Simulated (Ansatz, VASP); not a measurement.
# One calculation of Rh, two programs

Contents of INCAR:

```
SYSTEM = Rh
ALGO     = Fast           ! electronic algorithm
EDIFF    = 1E-7           ! SCF threshold, eV
ENCUT    = 520            ! plane-wave cutoff, eV
GGA      = PS             ! functional
ISIF     = 2              ! what is computed and relaxed
ISMEAR   = 0              ! smearing method
LASPH    = .TRUE.         ! aspherical terms in the spheres
LCHARG   = .FALSE.        ! write CHGCAR
LREAL    = .FALSE.        ! projectors in reciprocal space
LWAVE    = .FALSE.        ! write WAVECAR
NBANDS   = 38             ! bands
NELM     = 60             ! most SCF steps
PREC     = Accurate       ! precision mode
SIGMA    = 0.15           ! smearing width, eV
```

File KPOINTS:

```
k-points
0
G
  18 18 6
  0 0 0
```

File POSCAR:

```
Rh
1.0
    2.5284088218      0.0000000000      0.0000000000
   -1.2642044109      2.1896662708      0.0000000000
    0.0000000000      0.0000000000      9.6875371721
Rh
4
Direct
    0.0000000000      0.0000000000      0.0000000000
    0.3333333333      0.6666666667      0.2500000000
    0.0000000000      0.0000000000      0.5000000000
    0.6666666667      0.3333333333      0.7500000000
```

Input for Ansatz:

```yaml
crystal:
  lattice:
    - [2.5284088218, 0.0, 0.0]
    - [-1.2642044109, 2.1896662708, 0.0]
    - [0.0, 0.0, 9.6875371721]
  atoms:
    - { symbol: Rh, position: [0.0, 0.0, 0.0] }
    - { symbol: Rh, position: [0.3333333333, 0.6666666667, 0.25] }
    - { symbol: Rh, position: [0.0, 0.0, 0.5] }
    - { symbol: Rh, position: [0.6666666667, 0.3333333333, 0.75] }
basis:
  ecutwfc: 420
kpoints:
  mp_grid: { grid: [18, 18, 6] }
hamiltonian:
  xc: pbesol
  pseudopotentials: { kind: paw, azcp: { folder: soft_1 } }
scf:
  occupations: { method: gaussian, width: 0.15 }
output:
  forces: true
  stress: true
  eigenvalues: true
  write_density: true
  write_potential: true
  elf: true
  volumetric_format: npy
```

Change from the starting cell: strain +e along x and -e along y +0.0000, strain +e along z and -e/2 along x and y +0.1100.

Alike in both runs: task single point; functional PBEsol; k mesh 18 × 18 × 6; occupations gaussian, width 0.15 eV; no spin polarisation.

|  | VASP | Ansatz |
| --- | --- | --- |
| version | VASP 6.6.1 | Ansatz 0.2.0 |
| potentials or method | VASP PAW PBE potentials, release 64 (Rh_pv), cutoff 520 eV | scalar-relativistic, plane waves, PAW |
| valence electrons in the cell | 60 | 68 |

|  | VASP | Ansatz | Ansatz less VASP |
| --- | --- | --- | --- |
| gap on the k mesh at the Fermi level (eV) | none | none | - |
| pressure (GPa) | 13.1 | 13.2 | +0.09 |
| traceless stress, the component that is largest in VASP (GPa) | -40.97 | -41.03 | -0.057 |

VASP's potentials were made for PBE, not for PBEsol, and Ansatz warns of the same on its side. A gap of «none» marks a metal or a gap that the smearing closes. VASP's potentials hold 60 valence electrons a cell and Ansatz's 68, so a difference there can come from the potentials and not from the codes.
